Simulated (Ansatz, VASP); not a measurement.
# GaAs: VASP beside Ansatz

The input INCAR:

```
SYSTEM = GaAs
PREC = Accurate
ENCUT = 520
EDIFF = 1E-8
ISMEAR = -1
SIGMA = 0.05
LREAL = .FALSE.
LASPH = .TRUE.
NELM = 80
ALGO = Normal
ISIF = 2
LWAVE = .FALSE.
LCHARG = .FALSE.
GGA = CA
LEFG = .TRUE.
NBANDS = 16
```

KPOINTS

```
regular mesh
0
G
  11 11 11
  0 0 0
```

The input POSCAR:

```
GaAs
1.0
    0.0000000000      2.8268500000      2.8551185000
    2.8268500000      0.0000000000      2.8551185000
    2.8268500000      2.8268500000      0.0000000000
Ga As
1 1
Direct
    0.0000000000      0.0000000000      0.0000000000
    0.7500000000      0.7500000000      0.7500000000
```

Input for Ansatz:

```yaml
crystal:
  lattice:
    - [0.0, 2.82685, 2.8551185]
    - [2.82685, 0.0, 2.8551185]
    - [2.82685, 2.82685, 0.0]
  atoms:
    - { symbol: Ga, position: [0.0, 0.0, 0.0] }
    - { symbol: As, position: [0.75, 0.75, 0.75] }
kpoints:
  mp_grid: { grid: [11, 11, 11] }
scf:
  occupations: { method: fermi_dirac, width: 0.05 }
hamiltonian:
  xc: lda
  pseudopotentials: { kind: all_electron, datasets: crystal }
output:
  forces: true
  stress: true
  eigenvalues: true
  efg: { contact_densities: true }
```

Change from the starting cell: zz strain of +1 %, crystal datasets.

Alike in both runs: task electric field gradients; functional LDA; k mesh 11 × 11 × 11; occupations fermi-dirac, width 0.05 eV; no spin polarisation.

```csv
,VASP,Ansatz
version,VASP 6.6.1,Ansatz 0.2.0
potentials or method,"VASP PAW LDA potentials, release 64 (Ga_d, As), cutoff 520 eV","all-electron PAW with datasets made for the crystal, scalar-relativistic"
```

|  | VASP | Ansatz | Ansatz less VASP |
| --- | --- | --- | --- |
| pressure (GPa) | -2.2 | -2.5 | -0.24 |
| traceless stress, the component that is largest in VASP (GPa) | -0.42 | -0.42 | -0.002 |
| size of Vzz on the site where it differs most (V/Å²) | 1.6 | 1.8 | +0.19 |

LDA's correlation is that of Perdew and Zunger in VASP and of Perdew and Wang (1992) in Ansatz. Ansatz ran all-electron here, and VASP with PAW potentials.
